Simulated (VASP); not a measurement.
# GaP (R-3m) in VASP: notebook

The runs below take GaP through single point, with PBE.

All numbers are computed with VASP 6.6.1; they aren't measurements. Logs are shortened: lines on timing, memory, paths and dates and some standing lists are left out, and cuts for length are marked.

## 1. The cell of the first run

The structure is trigonal, space group R-3m (No. 166). The conventional cell has a = 3.732 Å, b = 3.732 Å, c = 20.922 Å, α = 90.00°, β = 90.00°, γ = 120.00°. Ga (site symmetry 3m) has 3 P at 2.35 Å and 1 Ga at 2.70 Å within 3.1 Å. Within 3.1 Å of P (site symmetry 3m) lie 3 Ga at 2.35 Å and 1 P at 2.41 Å.

## 2. Single point, PBE (volume 21.027 Å^3 an atom, c/a of the conventional cell 5.6065)

Contents of INCAR:

```
ALGO = Normal ; EDIFF = 1E-7
ENCUT = 520 ; GGA = PE
ISIF = 2 ; ISMEAR = 0
LASPH = T ; LCHARG = F
LREAL = F ; LWAVE = F
NBANDS = 26 ; NELM = 100
PREC = Accurate ; SIGMA = 0.05
```

Contents of KPOINTS:

```
k-points
0
Gamma
  9 9 9
```

Contents of POSCAR:

```
GaP
1.0
    1.8658783245      1.0772653529      6.9740312177
   -1.8658783245      1.0772653529      6.9740312177
    0.0000000000     -2.1545307059      6.9740312176
Ga P
2 2
Direct
    0.4355841032      0.4355841032      0.4355841032
    0.5644158968      0.5644158968      0.5644158968
    0.0575077006      0.0575077006      0.0575077006
    0.9424922994      0.9424922994      0.9424922994
```

Potentials or basis: VASP PAW PBE potentials, release 64 (Ga_d, P).

Command:

```sh
> cat potpaw_PBE.64/Ga_d/POTCAR potpaw_PBE.64/P/POTCAR > POTCAR
> mpirun -np 1 vasp_std > vasp.out
```

OUTCAR:

```text
EDIFF = 1E-7
   ENCUT = 520
   GGA = PE
   ISIF = 2
   ISMEAR = 0
   LASPH = T
   LREAL = F
   NELM = 100
   PREC = Accurate

 ion  position               nearest neighbor table
   1  0.436  0.436  0.436-   3 2.35   3 2.35   3 2.35   2 2.70
   2  0.564  0.564  0.564-   4 2.35   4 2.35   4 2.35   1 2.70
   3  0.058  0.058  0.058-   1 2.35   1 2.35   1 2.35   4 2.41
   4  0.942  0.942  0.942-   2 2.35   2 2.35   2 2.35   3 2.41

  LATTYP: Found a trigonal (rhomboedric) cell.
 ALAT       =     7.2992543446
 COS(alpha) =     0.8693108176

  Lattice vectors:

 A1 = (   1.8658783245,   1.0772653529,   6.9740312177)
 A2 = (  -1.8658783245,   1.0772653529,   6.9740312177)
 A3 = (   0.0000000000,  -2.1545307059,   6.9740312176)

Analysis of symmetry for initial positions (statically):
=====================================================================
 Subroutine PRICEL returns:
 Original cell was already a primitive cell.

 Routine SETGRP: Setting up the symmetry group for a
 trigonal (rhombohedral) supercell.

 Subroutine GETGRP returns: Found 12 space group operations
 (whereof 12 operations were pure point group operations)
 out of a pool of 12 trial point group operations.

The static configuration has the point symmetry D_3d.

Analysis of symmetry for dynamics (positions and initial velocities):
=====================================================================
 Subroutine PRICEL returns:
 Original cell was already a primitive cell.

 Routine SETGRP: Setting up the symmetry group for a
 trigonal (rhombohedral) supercell.

 Subroutine GETGRP returns: Found 12 space group operations
 (whereof 12 operations were pure point group operations)
 out of a pool of 12 trial point group operations.

The dynamic configuration has the point symmetry D_3d.

 Subroutine INISYM returns: Found 12 space group operations
 (whereof 12 operations are pure point group operations),
 and found     1 'primitive' translations

----------------------------------------------------------------------------------------

                                     Primitive cell

  volume of cell :      84.1087

  direct lattice vectors                    reciprocal lattice vectors
     1.865878324  1.077265353  6.974031218     0.267970314  0.154712733  0.047796364
    -1.865878324  1.077265353  6.974031218    -0.267970314  0.154712733  0.047796364
     0.000000000 -2.154530706  6.974031218     0.000000000 -0.309425466  0.047796364

  length of vectors
     7.299254345  7.299254345  7.299254345     0.313095211  0.313095211  0.313095211

  position of ions in fractional coordinates (direct lattice)
     0.435584103  0.435584103  0.435584103
     0.564415897  0.564415897  0.564415897
     0.057507701  0.057507701  0.057507701
     0.942492299  0.942492299  0.942492299

  ion indices of the primitive-cell ions
   primitive index   ion index
                 1           1
                 2           2
                 3           3
                 4           4

----------------------------------------------------------------------------------------

 KPOINTS: k-points

Automatic generation of k-mesh.
 Grid dimensions read from file:
 generate k-points for:    9    9    9

 Generating k-lattice:

  Cartesian coordinates                     Fractional coordinates (reciprocal lattice)
     0.029774479  0.017190304  0.005310707     0.111111111 -0.000000000  0.000000000
    -0.029774479  0.017190304  0.005310707    -0.000000000  0.111111111  0.000000000
     0.000000000 -0.034380607  0.005310707     0.000000000  0.000000000  0.111111111

  Length of vectors
     0.034788357  0.034788357  0.034788357

  Shift w.r.t. Gamma in fractional coordinates (k-lattice)
     0.000000000  0.000000000  0.000000000

 Subroutine IBZKPT returns following result:
 ===========================================

 Found     85 irreducible k-points:

 Following reciprocal coordinates:
            Coordinates               Weight
  0.000000  0.000000  0.000000      1.000000
  0.111111  0.000000  0.000000      6.000000
  0.222222 -0.000000  0.000000      6.000000
  0.333333 -0.000000  0.000000      6.000000
  0.444444 -0.000000  0.000000      6.000000
  0.111111  0.111111  0.000000      6.000000
[... 16 lines left out ...]
 -0.333333  0.333333  0.000000      6.000000
  0.444444  0.444444  0.000000      6.000000
 [... further k-points ...]
   k-points           NKPTS =     85   k-points in BZ     NKDIM =     85   number of bands    NBANDS=     26
   number of dos      NEDOS =    301   number of ions     NIONS =      4
   total plane-waves  NPLWV = 157464
   dimension x,y,z NGX =    54 NGY =   54 NGZ =   54
   dimension x,y,z NGXF=   108 NGYF=  108 NGZF=  108
   ions per type =               2   2
   NGX,Y,Z   is equivalent  to a cutoff of  12.30, 12.30, 12.30 a.u.
   NGXF,Y,Z  is equivalent  to a cutoff of  24.60, 24.60, 24.60 a.u.
 SYSTEM =  unknown system
   PREC   = accura    normal or accurate (medium, high low for compatibility)
   ISTART =      0    job   : 0-new  1-cont  2-samecut
   ICHARG =      2    charge: 1-file 2-atom 10-const
   ISPIN  =      1    spin polarized calculation?
   LNONCOLLINEAR =      F non collinear calculations
   LSORBIT =      F    spin-orbit coupling
   LASPH  =      T    aspherical Exc in radial PAW
   ENCUT  =  520.0 eV  38.22 Ry    6.18 a.u.  13.57 13.57 13.57*2*pi/ulx,y,z
   NELM   =    100;   NELMIN=  2; NELMDL= -5     # of ELM steps
   EDIFF  = 0.1E-06   stopping-criterion for ELM
   LREAL  =      F    real-space projection
   EDIFFG = 0.1E-05   stopping-criterion for IOM
   NSW    =      0    number of steps for IOM
   IBRION =     -1    ionic relax: 0-MD 1-quasi-New 2-CG
   NFREE  =      0    steps in history (QN), initial steepest desc. (CG)
   ISIF   =      2    stress and relaxation
   ISYM   =      2    0-nonsym 1-usesym 2-fastsym
   POTIM  = 0.5000    time-step for ionic-motion
   TEBEG  =    0.0;   TEEND  =   0.0 temperature during run
   PSTRESS=    0.0 pullay stress
   NELECT =      36.0000    total number of electrons
   NUPDOWN=      -1.0000    fix difference up-down
   EMIN   =  10.00;   EMAX   =-10.00  energy-range for DOS
   EFERMI =   0.00;   METHOD = LEGACY
   ISMEAR =     0;   SIGMA  =   0.05  broadening in eV -4-tet -1-fermi 0-gaus
   EFERMI_NEDOS =   21; number of points for ismear=-14 and -15
   IALGO  =     38    algorithm
   IMIX   =      4    mixing-type and parameters
     AMIX     =   0.40;   BMIX     =  1.00
     AMIX_MAG =   1.60;   BMIX_MAG =  1.00
  volume/ion in A,a.u.               =      21.03       141.90
  Fermi-wavevector in a.u.,A,eV,Ry     =   1.233754  2.331457 20.710097  1.522149
  Thomas-Fermi vector in A             =   2.368472
   LORBIT       =      0    0 simple, 1 ext, 2 COOP (PROOUT), +10 PAW based schemes
   GGA     = PE    functional components
   LHFCALC =     F    Hartree Fock is set to
   AEXX    =    0.0000 exact exchange contribution
   IVDW    =     0    specifies the selected vdW correction
   LEPSILON=     F    determine dielectric tensor
   LRPA    =     F    only Hartree local field effects (RPA)
 non-spin polarized calculation
 Gauss-broadening in eV      SIGMA  =   0.05
  energy-cutoff  :      520.00
  volume of cell :       84.11
 maximum number of plane-waves:      2280
   NGX = 27   NGY = 27   NGZ = 27

 number of electron      35.9999998 magnetization

 Free energy of the ion-electron system (eV)
  ---------------------------------------------------
  ext. energy  EPLUGINS =         0.00000000
  ---------------------------------------------------
  free energy    TOTEN  =       -17.31191015 eV

  energy without entropy =      -17.31176162  energy(sigma->0) =      -17.31183588

 E-fermi :   4.7435     XC(G=0):  -9.6887

 val. band max:        4.7182632157   @ k =   0.0000   0.0000   0.0000
 cond. band min:       5.0156982698   @ k =   0.4444   0.4444   0.0000
 fundamental gap:      0.2974350541
 Fermi energy:         4.7434745688

 k-point     1 :       0.0000    0.0000    0.0000
  band No.  band energies     occupation
      1     -10.1218      2.00000
      2     -10.0660      2.00000
      3     -10.0660      2.00000
      4     -10.0619      2.00000
      5     -10.0619      2.00000
      6      -9.9850      2.00000
[... 18 lines left out ...]
     25       9.4725      0.00000
     26      13.1068      0.00000

 k-point     2 :       0.1111    0.0000    0.0000
  band No.  band energies     occupation
      1     -10.1253      2.00000
      2     -10.0771      2.00000
      3     -10.0707      2.00000
      4     -10.0619      2.00000
      5     -10.0554      2.00000
      6      -9.9884      2.00000
[... 18 lines left out ...]
     25       9.9356      0.00000
     26      12.6347      0.00000

 k-point     3 :       0.2222   -0.0000    0.0000
  band No.  band energies     occupation
      1     -10.1446      2.00000
      2     -10.1067      2.00000
      3     -10.0723      2.00000
      4     -10.0531      2.00000
      5     -10.0392      2.00000
      6      -9.9965      2.00000
[... 18 lines left out ...]
     25      10.9972      0.00000
     26      11.4604      0.00000

 k-point     4 :       0.3333   -0.0000    0.0000
  band No.  band energies     occupation
      1     -10.1726      2.00000
      2     -10.1347      2.00000
      3     -10.0643      2.00000
      4     -10.0458      2.00000
      5     -10.0212      2.00000
      6     -10.0056      2.00000
[... 18 lines left out ...]
     25      11.4982      0.00000
     26      11.5760      0.00000
[... 496 lines left out ...]
      1     -10.1809      2.00000
      2     -10.1452      2.00000
      3     -10.0642      2.00000
      4     -10.0433      2.00000
      5     -10.0282      2.00000
      6      -9.9917      2.00000
[... 18 lines left out ...]
     25      12.3261      0.00000
     26      12.7833      0.00000

 k-point    23 :      -0.3333    0.3333    0.0000
  band No.  band energies     occupation
      1     -10.1840      2.00000
      2     -10.1430      2.00000
      3     -10.0626      2.00000
      4     -10.0378      2.00000
      5     -10.0378      2.00000
      6      -9.9808      2.00000
[... 18 lines left out ...]
     25      11.5147      0.00000
     26      13.0359      0.00000

 k-point    24 :       0.4444    0.4444    0.0000
  band No.  band energies     occupation
      1     -10.1837      2.00000
      2     -10.1516      2.00000
      3     -10.0615      2.00000
      4     -10.0454      2.00000
      5     -10.0109      2.00000
      6     -10.0088      2.00000
[... 18 lines left out ...]
     25      12.5789      0.00000
     26      13.9596      0.00000

 [... further k-points ...]

------------------------ aborting loop because EDIFF is reached ----------------------------------------

  FORCE on cell =-STRESS in cart. coord.  units (eV):
  Direction    XX          YY          ZZ          XY          YZ          ZX
  --------------------------------------------------------------------------------------
  -------------------------------------------------------------------------------------
  Total        3.6733183      3.6733183     -6.2628494      0.0000000      0.0000000      0.0000000
  in kB       69.9725979     69.9725979   -119.3002630      0.0000000      0.0000000      0.0000000
  external PRESSURE =       6.8816443 kB  Pullay stress =       0.0000000 kB

 VOLUME and BASIS-vectors are now :
 -----------------------------------------------------------------------------
  energy-cutoff  :      520.00
  volume of cell :       84.11
      direct lattice vectors                 reciprocal lattice vectors
     1.865878324  1.077265353  6.974031218     0.267970314  0.154712733  0.047796364
    -1.865878324  1.077265353  6.974031218    -0.267970314  0.154712733  0.047796364
     0.000000000 -2.154530706  6.974031218     0.000000000 -0.309425466  0.047796364

 POSITION                                       TOTAL-FORCE (eV/Angst)
 -----------------------------------------------------------------------------------
      0.00000     -0.00000      9.11333         0.000000     -0.000000      0.410519
      0.00000     -0.00000     11.80876         0.000000      0.000000     -0.410519
      0.00000     -0.00000      1.20318         0.000000      0.000000     -0.849227
      0.00000     -0.00000     19.71891         0.000000     -0.000000      0.849227
 -----------------------------------------------------------------------------------
    total drift:                                0.000000      0.000000      0.000000

  FREE ENERGIE OF THE ION-ELECTRON SYSTEM (eV)
  ---------------------------------------------------
  free  energy   TOTEN  =       -17.3119101463 eV

  energy  without entropy=      -17.3117616187  energy(sigma->0) =      -17.31183588
```

It took 4.2 min on 1 thread of AMD EPYC 9R45 (Zen 5), shared host; peak memory 0.45 GiB.

Results:

| Quantity | Value |
| --- | --- |
| Free energy | -17.3119 eV |
| Pressure | 0.7 GPa |
| Largest force | 0.849 eV/Å |
| Band gap on the k mesh | zero (filled and empty bands touch) |

Forces on the atoms (eV/Å):
```
Ga   0.000  0.000  0.411
Ga   0.000  0.000 -0.411
P    0.000  0.000 -0.849
P    0.000  0.000  0.849
```

Stress tensor (GPa, compression positive):
```
  7.00   0.00   0.00
  0.00   7.00   0.00
  0.00   0.00 -11.93
```

## 3. Single point, PBE (volume 22.149 Å^3 an atom, c/a of the conventional cell 5.6065)

Contents of INCAR:

```
SYSTEM = GaP
  ALGO = Normal
  EDIFF = 1E-7
  ENCUT = 520
  GGA = PE
  ISIF = 2
  ISMEAR = 0
  LASPH = .True.
  LCHARG = .False.
  LREAL = .False.
  LWAVE = .False.
  NBANDS = 26
  NELM = 100
  PREC = Accurate
  SIGMA = 0.05
```

Contents of KPOINTS:

```
k-points
0
Gamma
  9 9 9
  0 0 0
```

Contents of POSCAR:

```
GaP
1.0
    1.8984870599      1.0960920151      7.0959118010
   -1.8984870599      1.0960920151      7.0959118010
    0.0000000000     -2.1921840302      7.0959118010
Ga P
2 2
Direct
    0.4355841032      0.4355841032      0.4355841032
    0.5644158968      0.5644158968      0.5644158968
    0.0575077006      0.0575077006      0.0575077006
    0.9424922994      0.9424922994      0.9424922994
```

Potentials or basis: VASP PAW PBE potentials, release 64 (Ga_d, P).

Command:

```sh
> cat potpaw_PBE.64/Ga_d/POTCAR potpaw_PBE.64/P/POTCAR > POTCAR
> mpirun -np 1 vasp_std > vasp.out
```

Wall time 4.9 min (1 thread of AMD EPYC 9R45 (Zen 5), shared host); peak memory 0.45 GiB.

Results (log left out):

```yaml
Free_energy: -17.2827 eV
Pressure: -2.6 GPa
Largest_force: 0.683 eV/Å
Band_gap_on_the_k_mesh: zero (filled and empty bands touch)
```

Forces in eV/Å, atoms in the order of the input:
```
Ga   0.000  0.000  0.185
Ga   0.000  0.000 -0.185
P    0.000  0.000 -0.683
P    0.000  0.000  0.683
```

Stress tensor (GPa, compression positive):
```
  2.90   0.00   0.00
  0.00   2.90   0.00
  0.00   0.00 -13.70
```

Levels at points of the mesh, in eV from the Fermi level:
| k point | band 15 | band 16 | band 17 | band 18 | band 19 | band 20 | band 21 | band 22 |
| --- | --- | --- | --- | --- | --- | --- | --- | --- |
| (0.00, 0.00, 0.00) | -1.17 | -0.64 | -0.29 | -0.03 | -0.03 | 1.94 | 2.82 | 4.11 |

## 4. Single point, PBE (volume 23.270 Å^3 an atom, c/a of the conventional cell 5.6065)

Contents of INCAR:

```
SYSTEM = GaP
PREC = Accurate
ENCUT = 520
EDIFF = 1E-7
ISMEAR = 0
SIGMA = 0.05
LREAL = .FALSE.
LASPH = .TRUE.
NELM = 60
ALGO = Normal
ISIF = 2
LWAVE = .FALSE.
LCHARG = .FALSE.
GGA = PE
NBANDS = 26
```

Contents of KPOINTS:

```
Automatic mesh
0
G
  9 9 9
  0 0 0
```

Contents of POSCAR:

```
GaP
1.0
    1.9299900116      1.1142802527      7.2136593334
   -1.9299900116      1.1142802527      7.2136593334
    0.0000000000     -2.2285605055      7.2136593334
Ga P
2 2
Direct
    0.4355841032      0.4355841032      0.4355841032
    0.5644158968      0.5644158968      0.5644158968
    0.0575077006      0.0575077006      0.0575077006
    0.9424922994      0.9424922994      0.9424922994
```

Command:

```sh
> cat potpaw_PBE.64/Ga_d/POTCAR potpaw_PBE.64/P/POTCAR > POTCAR
> mpirun -np 1 vasp_std > vasp.out
```

It took 4.9 min on 1 thread of AMD EPYC 9R45 (Zen 5), shared host; peak memory 0.46 GiB.

The run converged. Its results:

- Free energy: -17.1730 eV
- Pressure: -5.1 GPa
- Largest force: 0.543 eV/Å
- Band gap on the k mesh: zero (filled and empty bands touch)

Forces in eV/Å, atoms in the order of the input:
```
Ga   0.000  0.000 -0.001
Ga   0.000  0.000  0.001
P    0.000  0.000 -0.543
P    0.000  0.000  0.543
```

Stress tensor (GPa, compression positive):
```
 -0.23   0.00   0.00
  0.00  -0.23   0.00
  0.00   0.00 -14.85
```

Levels at points of the mesh, in eV from the Fermi level:
| k point | band 15 | band 16 | band 17 | band 18 | band 19 | band 20 | band 21 | band 22 |
| --- | --- | --- | --- | --- | --- | --- | --- | --- |
| (0.00, 0.00, 0.00) | -1.11 | -0.60 | -0.48 | -0.03 | -0.03 | 1.84 | 2.66 | 4.08 |

## 5. Summary

```csv
cell,gap on the mesh (eV),pressure (GPa),largest force (eV/Å)
"a = 7.299 Å, angles 29.6°, 4 atoms",none,0.7,0.85
"a = 7.427 Å, angles 29.6°, 4 atoms",none,-2.6,0.68
"a = 7.550 Å, angles 29.6°, 4 atoms",none,-5.1,0.54
```

Alike in all rows: task single point; level PBE; potentials or basis VASP PAW PBE potentials, release 64 (Ga_d, P); no spin polarisation; k mesh 9 × 9 × 9; cutoff (eV) 520; smearing gaussian 0.05 eV.

Total energies depend on the potentials used, so only differences within one code and one set of settings carry meaning.
